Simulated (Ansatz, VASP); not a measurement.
Two plane-wave programs on RbBi

File INCAR:

```
SYSTEM = RbBi
  PREC = Accurate
  ENCUT = 520
  EDIFF = 1E-6
  ISMEAR = 0
  SIGMA = 0.15
  LREAL = .FALSE.
  LASPH = .TRUE.
  NELM = 80
  ALGO = Fast
  ISIF = 2
  LWAVE = .FALSE.
  LCHARG = .FALSE.
  NBANDS = 19
```

File KPOINTS:

```
regular mesh
0
G
  10 10 12
  0 0 0
```

The input POSCAR:

```
RbBi
1.0
    4.6852660000      0.0000000000      0.0000000000
    0.0000000000      4.6852660000      0.0000000000
    0.0000000000      0.0000000000      3.8588810000
Rb Bi
1 1
Direct
    0.5000000000      0.5000000000      0.5000000000
    0.0000000000      0.0000000000      0.0000000000
```

Input for Ansatz:

```yaml
crystal:
  lattice:
    - [4.685266, 0.0, 0.0]
    - [0.0, 4.685266, 0.0]
    - [0.0, 0.0, 3.858881]
  atoms:
    - { symbol: Rb, position: [0.5, 0.5, 0.5] }
    - { symbol: Bi, position: [0.0, 0.0, 0.0] }
basis:
  ecutwfc: 420
kpoints:
  mp_grid: { grid: [10, 10, 12] }
hamiltonian:
  xc: lda
scf:
  occupations: { method: gaussian, width: 0.15 }
output:
  forces: true
  stress: true
  eigenvalues: true
```

Alike in both runs: task single point; functional LDA; k mesh 10 × 10 × 12; occupations gaussian, width 0.15 eV; no spin polarisation.

```csv
,VASP,Ansatz
version,VASP 6.6.1,Ansatz 0.2.0
potentials or method,"VASP PAW LDA potentials, release 64 (Rb_sv, Bi_d), cutoff 520 eV","scalar-relativistic, plane waves, PAW"
valence electrons in the cell,24,24
```

|  | VASP | Ansatz | Ansatz less VASP |
| --- | --- | --- | --- |
| gap on the k mesh at the Fermi level (eV) | none | none | - |
| pressure (GPa) | -2.5 | -2.5 | +0.01 |
| traceless stress, the component that is largest in VASP (GPa) | -0.96 | -0.96 | +0.004 |

LDA's correlation is that of Perdew and Zunger in VASP and of Perdew and Wang (1992) in Ansatz. A gap of «none» marks a metal or a gap that the smearing closes.

Spin-orbit coupling is off throughout.
